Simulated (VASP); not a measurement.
# Ru (P6_3/mmc) in VASP: vibrations by perturbation theory with PBE

Aim: the vibrations by perturbation theory of Ru with PBE.

Program: VASP 6.6.1. These are calculated values, not measurements. Logs are shortened: lines on timing, memory, paths and dates and some standing lists are left out, and cuts for length are marked.

## (1) The cell of the first run

It takes space group P6_3/mmc (No. 194, hexagonal). The conventional cell has a = 2.722 Å, b = 2.722 Å, c = 4.297 Å, α = 90.00°, β = 90.00°, γ = 120.00°. Ru (site symmetry -6m2) has 12 Ru at 2.66 to 2.72 Å within 3.5 Å.

## (2) Vibrations by perturbation theory, PBE

Contents of INCAR:

```
  ALGO = Fast
  EDIFF = 1E-8
  ENCUT = 520
  GGA = PE
  IBRION = 8
  ISIF = 2
  ISMEAR = -1
  LASPH = T
  LCHARG = F
  LREAL = F
  LWAVE = F
  NBANDS = 21
  NELM = 100
  NSW = 1
  PREC = Accurate
  SIGMA = 0.15
```

Contents of KPOINTS:

```
k-points
0
Gamma
  15 15 8
```

Contents of POSCAR:

```
Ru
1.0
    2.7220029848      0.0000000000      0.0000000000
   -1.3610014924      2.3573237340      0.0000000000
    0.0000000000      0.0000000000      4.2969005178
Ru
2
Direct
    0.3333333333      0.6666666667      0.2500000000
    0.6666666667      0.3333333333      0.7500000000
```

Potentials or basis: VASP PAW PBE potentials, release 64 (Ru_pv).

On the command line:

```console
cat potpaw_PBE.64/Ru_pv/POTCAR > POTCAR
mpirun -np 1 vasp_std > vasp.out
```

OUTCAR:

```text
EDIFF = 1E-8
   ENCUT = 520
   GGA = PE
   IBRION = 8
   ISIF = 2
   ISMEAR = -1
   LASPH = T
   LREAL = F
   NELM = 100
   NSW = 1
   PREC = Accurate

 ion  position               nearest neighbor table
   1  0.333  0.667  0.250-   2 2.66   2 2.66   2 2.66   2 2.66   2 2.66   2 2.66
   2  0.667  0.333  0.750-   1 2.66   1 2.66   1 2.66   1 2.66   1 2.66   1 2.66

  LATTYP: Found a hexagonal cell.
 ALAT       =     2.7220029848
 C/A-ratio  =     1.5785803843

  Lattice vectors:

 A1 = (   2.7220029848,   0.0000000000,   0.0000000000)
 A2 = (  -1.3610014924,   2.3573237340,   0.0000000000)
 A3 = (   0.0000000000,   0.0000000000,   4.2969005178)

Analysis of symmetry for initial positions (statically):
=====================================================================
 Subroutine PRICEL returns:
 Original cell was already a primitive cell.

 Routine SETGRP: Setting up the symmetry group for a
 hexagonal supercell.

 Subroutine GETGRP returns: Found 24 space group operations
 (whereof 12 operations were pure point group operations)
 out of a pool of 24 trial point group operations.

The static configuration has the point symmetry D_3d.
 The point group associated with its full space group is D_6h.

Analysis of symmetry for dynamics (positions and initial velocities):
=====================================================================
 Subroutine PRICEL returns:
 Original cell was already a primitive cell.

 Routine SETGRP: Setting up the symmetry group for a
 hexagonal supercell.

 Subroutine GETGRP returns: Found 24 space group operations
 (whereof 12 operations were pure point group operations)
 out of a pool of 24 trial point group operations.

The dynamic configuration has the point symmetry D_3d.
 The point group associated with its full space group is D_6h.

 Subroutine INISYM returns: Found 24 space group operations
 (whereof 12 operations are pure point group operations),
 and found     1 'primitive' translations

----------------------------------------------------------------------------------------

                                     Primitive cell

  volume of cell :      27.5717

  direct lattice vectors                    reciprocal lattice vectors
     2.722002985  0.000000000  0.000000000     0.367376526  0.212104936  0.000000000
    -1.361001492  2.357323734  0.000000000     0.000000000  0.424209872  0.000000000
     0.000000000  0.000000000  4.296900518     0.000000000  0.000000000  0.232725891

  length of vectors
     2.722002985  2.722002985  4.296900518     0.424209872  0.424209872  0.232725891

  position of ions in fractional coordinates (direct lattice)
     0.333333333  0.666666667  0.250000000
     0.666666667  0.333333333  0.750000000

  ion indices of the primitive-cell ions
   primitive index   ion index
                 1           1
                 2           2

----------------------------------------------------------------------------------------

 KPOINTS: k-points

Automatic generation of k-mesh.
 Grid dimensions read from file:
 generate k-points for:   15   15    8

 Generating k-lattice:

  Cartesian coordinates                     Fractional coordinates (reciprocal lattice)
     0.024491768  0.014140329  0.000000000     0.066666667  0.000000000  0.000000000
     0.000000000  0.028280658  0.000000000     0.000000000  0.066666667  0.000000000
     0.000000000  0.000000000  0.029090736     0.000000000  0.000000000  0.125000000

  Length of vectors
     0.028280658  0.028280658  0.029090736

  Shift w.r.t. Gamma in fractional coordinates (k-lattice)
     0.000000000  0.000000000  0.000000000

 Subroutine IBZKPT returns following result:
 ===========================================

 Found    135 irreducible k-points:

 Following reciprocal coordinates:
            Coordinates               Weight
  0.000000  0.000000  0.000000      1.000000
  0.066667  0.000000  0.000000      6.000000
  0.133333  0.000000  0.000000      6.000000
  0.200000  0.000000  0.000000      6.000000
  0.266667  0.000000  0.000000      6.000000
  0.333333  0.000000  0.000000      6.000000
[... 16 lines left out ...]
  0.333333  0.200000  0.000000     12.000000
  0.400000  0.200000  0.000000      6.000000
 [... further k-points ...]
   k-points           NKPTS =    135   k-points in BZ     NKDIM =    135   number of bands    NBANDS=     21
   number of dos      NEDOS =    301   number of ions     NIONS =      2
   total plane-waves  NPLWV =  12800
   dimension x,y,z NGX =    20 NGY =   20 NGZ =   32
   dimension x,y,z NGXF=    40 NGYF=   40 NGZF=   64
   ions per type =               2
   NGX,Y,Z   is equivalent  to a cutoff of  12.21, 12.21, 12.38 a.u.
   NGXF,Y,Z  is equivalent  to a cutoff of  24.43, 24.43, 24.76 a.u.
 SYSTEM =  unknown system
   PREC   = accura    normal or accurate (medium, high low for compatibility)
   ISTART =      0    job   : 0-new  1-cont  2-samecut
   ICHARG =      2    charge: 1-file 2-atom 10-const
   ISPIN  =      1    spin polarized calculation?
   LNONCOLLINEAR =      F non collinear calculations
   LSORBIT =      F    spin-orbit coupling
   LASPH  =      T    aspherical Exc in radial PAW
   ENCUT  =  520.0 eV  38.22 Ry    6.18 a.u.   5.06  5.06  7.99*2*pi/ulx,y,z
   NELM   =    100;   NELMIN=  2; NELMDL= -5     # of ELM steps
   EDIFF  = 0.1E-07   stopping-criterion for ELM
   LREAL  =      F    real-space projection
   EDIFFG = 0.1E-06   stopping-criterion for IOM
   NSW    =      1    number of steps for IOM
   IBRION =      8    ionic relax: 0-MD 1-quasi-New 2-CG
   NFREE  =      0    steps in history (QN), initial steepest desc. (CG)
   ISIF   =      2    stress and relaxation
   ISYM   =      2    0-nonsym 1-usesym 2-fastsym
   POTIM  = 0.5000    time-step for ionic-motion
   TEBEG  =    0.0;   TEEND  =   0.0 temperature during run
   PSTRESS=    0.0 pullay stress
   NELECT =      28.0000    total number of electrons
   NUPDOWN=      -1.0000    fix difference up-down
   EMIN   =  10.00;   EMAX   =-10.00  energy-range for DOS
   EFERMI =   0.00;   METHOD = LEGACY
   ISMEAR =    -1;   SIGMA  =   0.15  broadening in eV -4-tet -1-fermi 0-gaus
   EFERMI_NEDOS =   21; number of points for ismear=-14 and -15
   IALGO  =     68    algorithm
   IMIX   =      4    mixing-type and parameters
     AMIX     =   0.40;   BMIX     =  1.00
     AMIX_MAG =   1.60;   BMIX_MAG =  1.00
  volume/ion in A,a.u.               =      13.79        93.03
  Fermi-wavevector in a.u.,A,eV,Ry     =   1.645533  3.109606 36.841546  2.707777
  Thomas-Fermi vector in A             =   2.735314
   LORBIT       =      0    0 simple, 1 ext, 2 COOP (PROOUT), +10 PAW based schemes
   GGA     = PE    functional components
   LHFCALC =     F    Hartree Fock is set to
   AEXX    =    0.0000 exact exchange contribution
   IVDW    =     0    specifies the selected vdW correction
   LEPSILON=     F    determine dielectric tensor
   LRPA    =     F    only Hartree local field effects (RPA)
 non-spin polarized calculation
 RMM-DIIS sequential band-by-band and
  energy-cutoff  :      520.00
  volume of cell :       27.57
 maximum number of plane-waves:       768
   NGX = 11   NGY = 11   NGZ = 15

--------------------------------------- Ionic step        1  -------------------------------------------

 number of electron      28.0000013 magnetization

 Free energy of the ion-electron system (eV)
  ---------------------------------------------------
  ext. energy  EPLUGINS =         0.00000000
  ---------------------------------------------------
  free energy    TOTEN  =       -18.53333044 eV

  energy without entropy =      -18.40821124  energy(sigma->0) =      -18.47077084

 E-fermi :  12.5799     XC(G=0): -14.0243

 val. band max:       12.5468818193   @ k =   0.0000   0.0000   0.3750
 cond. band min:      12.5905368057   @ k =   0.0667   0.0000   0.3750
 fundamental gap:      0.0436549864
 Fermi energy:        12.5799271756

 k-point     1 :       0.0000    0.0000    0.0000
  band No.  band energies     occupation
      1     -31.0267      2.00000
      2     -30.1380      2.00000
      3     -30.1380      2.00000
      4     -29.9736      2.00000
      5     -29.9736      2.00000
      6     -29.9336      2.00000
[... 565 lines left out ...]
     20      23.0144      0.00000
     21      24.7273      0.00000

 [... further k-points ...]

------------------------ aborting loop because EDIFF is reached ----------------------------------------

  FORCE on cell =-STRESS in cart. coord.  units (eV):
  Direction    XX          YY          ZZ          XY          YZ          ZX
  --------------------------------------------------------------------------------------
  -------------------------------------------------------------------------------------
  Total       -0.0112494     -0.0112494     -0.0094598      0.0000000      0.0000000      0.0000000
  in kB       -0.6536948     -0.6536948     -0.5497054      0.0000000      0.0000000      0.0000000
  external PRESSURE =      -0.6190317 kB  Pullay stress =       0.0000000 kB

 VOLUME and BASIS-vectors are now :
 -----------------------------------------------------------------------------
  energy-cutoff  :      520.00
  volume of cell :       27.57
      direct lattice vectors                 reciprocal lattice vectors
     2.722002985  0.000000000  0.000000000     0.367376526  0.212104936  0.000000000
    -1.361001492  2.357323734  0.000000000     0.000000000  0.424209872  0.000000000
     0.000000000  0.000000000  4.296900518     0.000000000  0.000000000  0.232725891

 POSITION                                       TOTAL-FORCE (eV/Angst)
 -----------------------------------------------------------------------------------
     -0.00000      1.57155      1.07423        -0.000000      0.000000      0.000000
      1.36100      0.78577      3.22268         0.000000     -0.000000      0.000000
 -----------------------------------------------------------------------------------
    total drift:                               -0.000000      0.000000     -0.000000

  FREE ENERGIE OF THE ION-ELECTRON SYSTEM (eV)
  ---------------------------------------------------
  free  energy   TOTEN  =       -18.5333304386 eV

  energy  without entropy=      -18.4082112361  energy(sigma->0) =      -18.47077084

[... ionic steps 2 to 3 ...]

--------------------------------------- Ionic step        4  -------------------------------------------

------------------------ aborting loop because EDIFF is reached ----------------------------------------

[... ionic steps 5 to 5 ...]

--------------------------------------- Ionic step        6  -------------------------------------------

 Free energy of the ion-electron system (eV)
  ---------------------------------------------------
  ---------------------------------------------------
  free energy    TOTEN  =        -0.74008613 eV

  energy without entropy =       -0.74008613

------------------------ aborting loop because EDIFF is reached ----------------------------------------

 INTERNAL STRAIN TENSOR  FOR ION    1  DIRECTION 3   (eV/Angst):
 -----------------------------------------------------------------------------
    -0.07387  0.00000  0.00000
     0.00000 -0.07387  0.00000
     0.00000  0.00000  0.15337

 INTERNAL STRAIN TENSOR FOR ION    2 for displacements in x,y,z  (eV/Angst):
          X           Y           Z          XY          YZ          ZX
  --------------------------------------------------------------------------------
  x     0.00000     0.00000     0.00000     2.75195     0.00000     0.00000
  y     2.75195    -2.75195     0.00000     0.00000     0.00000     0.00000
  z    -0.00000     0.00000    -0.00000     0.00000    -0.00000     0.00000

 SECOND DERIVATIVES (NOT SYMMETRIZED)
 ------------------------------------
               1X          1Y          1Z          2X          2Y          2Z
  1X    -6.720084    0.000000    0.000000    6.720084    0.000000    0.000000
  1Y    -0.000000   -6.720084    0.000000    0.000000    6.720084    0.000000
  1Z     0.000000    0.000000  -11.498402    0.000000   -0.000000   11.498402
  2X     6.720084    0.000000    0.000000   -6.720084    0.000000    0.000000
  2Y     0.000000    6.720084    0.000000   -0.000000   -6.720084    0.000000
  2Z     0.000000   -0.000000   11.498402    0.000000    0.000000  -11.498402

 Eigenvectors and eigenvalues of the dynamical matrix
 ----------------------------------------------------

   1 f  =    7.457158 THz    46.854705 2PiTHz  248.744013 cm-1    30.840313 meV
             X         Y         Z           dx          dy          dz
     -0.000000  1.571549  1.074225     0.000000    0.000000   -0.707107
      1.361001  0.785775  3.222675     0.000000    0.000000    0.707107
[... 21 lines left out ...]
   6 f  =    0.000000 THz     0.000000 2PiTHz    0.000000 cm-1     0.000000 meV
             X         Y         Z           dx          dy          dz
     -0.000000  1.571549  1.074225     0.000000   -0.000000    0.707107
      1.361001  0.785775  3.222675     0.000000    0.000000    0.707107

--------------------------------------------------------------------------------------------------------

 ELASTIC MODULI CONTR FROM IONIC RELAXATION (kBar)
 Direction    XX          YY          ZZ          XY          YZ          ZX
 --------------------------------------------------------------------------------
 XX         -65.4868     65.4868     -0.0000      0.0000     -0.0000      0.0000
 YY          65.4868    -65.4868      0.0000     -0.0000      0.0000     -0.0000
 ZZ          -0.0000      0.0000     -0.0000      0.0000     -0.0000      0.0000
 XY           0.0000     -0.0000      0.0000    -65.4868      0.0000     -0.0000
 YZ          -0.0000      0.0000     -0.0000      0.0000     -0.0000      0.0000
 ZX           0.0000     -0.0000      0.0000     -0.0000      0.0000     -0.0000
 --------------------------------------------------------------------------------
```

Run time: 20 min. Hardware: 1 thread of Intel Xeon 8259CL, shared host; peak memory 0.65 GiB.

Results:

```yaml
Highest_phonon_frequency_at_Γ: 249 cm⁻¹
```

Phonon frequencies in cm⁻¹ (negative: imaginary):
```
              q point        frequencies
(0.000, 0.000, 0.000)  0 0 0 190 190 249
```
